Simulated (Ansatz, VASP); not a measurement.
This is a calculation of RbMgSbO3 for VASP 6.6.1.

File INCAR:

```
PREC     = Accurate       # precision mode
ENCUT    = 520            # plane-wave cutoff, eV
EDIFF    = 1E-6           # SCF threshold, eV
ISMEAR   = -1             # smearing method
SIGMA    = 0.05           # smearing width, eV
LREAL    = False          # projectors in reciprocal space
LASPH    = True           # aspherical terms in the spheres
NELM     = 100            # most SCF steps
ALGO     = Normal         # electronic algorithm
ISIF     = 2              # what is computed and relaxed
LWAVE    = False          # write WAVECAR
LCHARG   = True           # write CHGCAR
GGA      = PE             # functional
LELF     = True           # ELF
LVHAR    = True         
NBANDS   = 26             # bands
```

The input KPOINTS:

```
Automatic mesh
0
Gamma
  6 6 6
```

The input POSCAR:

```
RbMgSbO3
1.0
    3.2046517158      1.8502065308      3.8435266484
   -3.2046517158      1.8502065308      3.8435266484
    0.0000000000     -3.7004130615      3.8435266484
Sb Rb Mg O
1 1 1 3
Direct
    0.5701276200      0.5701276200      0.5701276200
    0.8952780900      0.8952780900      0.8952780900
    0.3185392300      0.3185392300      0.3185392300
    0.4946454750      0.9672602300      0.4946454750
    0.9672602300      0.4946454750      0.4946454750
    0.4946454750      0.4946454750      0.9672602300
```

Potentials or basis: VASP PAW PBE potentials, release 64 (Sb, Rb_sv, Mg, O).

Run with:

```sh
$ cat potpaw_PBE.64/Sb/POTCAR potpaw_PBE.64/Rb_sv/POTCAR potpaw_PBE.64/Mg/POTCAR potpaw_PBE.64/O/POTCAR > POTCAR
$ mpirun -np 1 vasp_std > vasp.out
```

Problem. Set up the same calculation for Ansatz 0.2.0. Potentials there: Ansatz PAW.

Solution. As run (the cutoff follows the program's own potentials):

input.yaml

```yaml
crystal:
  lattice:
    - [3.2046517158, 1.8502065308, 3.8435266484]
    - [-3.2046517158, 1.8502065308, 3.8435266484]
    - [0.0, -3.7004130615, 3.8435266484]
  atoms:
    - { symbol: Sb, position: [0.57012762, 0.57012762, 0.57012762] }
    - { symbol: Rb, position: [0.89527809, 0.89527809, 0.89527809] }
    - { symbol: Mg, position: [0.31853923, 0.31853923, 0.31853923] }
    - { symbol: O, position: [0.494645475, 0.96726023, 0.494645475] }
    - { symbol: O, position: [0.96726023, 0.494645475, 0.494645475] }
    - { symbol: O, position: [0.494645475, 0.494645475, 0.96726023] }
hamiltonian:
  xc: pbe
  pseudopotentials: { kind: paw }
kpoints:
  mp_grid: { grid: [6, 6, 6] }
scf:
  occupations: { method: fermi_dirac, width: 0.05 }
output:
  forces: true
  stress: true
  eigenvalues: true
```

Potentials or basis: Ansatz PAW.

The run is started by

```sh
$ ansatz run input.yaml --threads 2 --pin off --max-ram 5120MiB --backend cpu --events-out ev --progress --plain --runs-dir out
```

Both were run:

|  | VASP | Ansatz | Ansatz less VASP |
| --- | --- | --- | --- |
| gap on the k mesh at the Fermi level (eV) | 2.78 | 2.80 | +0.025 |
| least direct gap on the mesh (eV) | 2.79 | 2.83 | +0.039 |
| pressure (GPa) | -2.7 | -2.7 | +0.02 |
| traceless stress, the component that is largest in VASP (GPa) | 2.67 | 2.66 | -0.016 |
| rms of the force components (eV/Å) | 0.291 | 0.318 | +0.0269 |

Atom by atom the forces differ by 0.028 eV/Å (rms over components). VASP's potentials hold 34 valence electrons a cell and Ansatz's 52, so a difference there can come from the potentials and not from the codes.

Spin-orbit coupling is off throughout.
